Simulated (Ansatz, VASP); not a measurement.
# Zn: VASP beside Ansatz

```
CELL_PARAMETERS angstrom
0.00000 1.96478 1.96478
1.96478 0.00000 1.96478
1.96478 1.96478 0.00000
ATOMIC_POSITIONS crystal
Zn 0.00000 0.00000 0.00000
```

Alike in both runs: task single point; functional PBE; k mesh 12 × 12 × 12; occupations gaussian, width 0.019 eV; no spin polarisation.

|  | VASP | Ansatz |
| --- | --- | --- |
| version | VASP 6.6.1 | Ansatz 0.2.0 |
| potentials or method | VASP PAW PBE potentials, release 64 (Zn) | Ansatz PAW |
| plane-wave cutoff (eV) | 520 | 420 |
| valence electrons in the cell | 12 | 12 |

Ansatz gave:

* gap on the k mesh at the Fermi level (eV): none
* pressure (GPa): -0.1

Task: Estimate VASP's values.

Result: gap on the k mesh at the Fermi level (eV): none; pressure (GPa): 0.3.

A gap of «none» marks a metal or a gap that the smearing closes.
